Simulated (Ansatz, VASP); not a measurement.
**One calculation of P, two programs**

```
P
1.0
     2.42469    0.00000    0.00000
     0.00000    2.43854    0.00000
    -0.02031    0.00000    4.85243
P
2
Cartesian
  2.4196 0.0000 1.2159
  -0.0152 0.0000 3.6365
```

Alike in both runs: task single point; functional PBE; k mesh 22 × 22 × 12; occupations gaussian, width 0.1 eV; no spin polarisation.

|  | VASP | Ansatz |
| --- | --- | --- |
| version | VASP 6.6.1 | Ansatz 0.2.0 |
| potentials or method | VASP PAW PBE potentials, release 64 (P), cutoff 520 eV | scalar-relativistic, plane waves, PAW |
| valence electrons in the cell | 10 | 10 |

|  | VASP | Ansatz | Ansatz less VASP |
| --- | --- | --- | --- |
| gap on the k mesh at the Fermi level (eV) | none | none | - |
| pressure (GPa) | 1.9 | 2.2 | +0.30 |
| traceless stress, the component that is largest in VASP (GPa) | -0.91 | -0.92 | -0.010 |
| rms of the force components (eV/Å) | 0.006 | 0.006 | +0.0006 |

Atom by atom the forces differ by 0.001 eV/Å (rms over components). A gap of «none» marks a metal or a gap that the smearing closes.
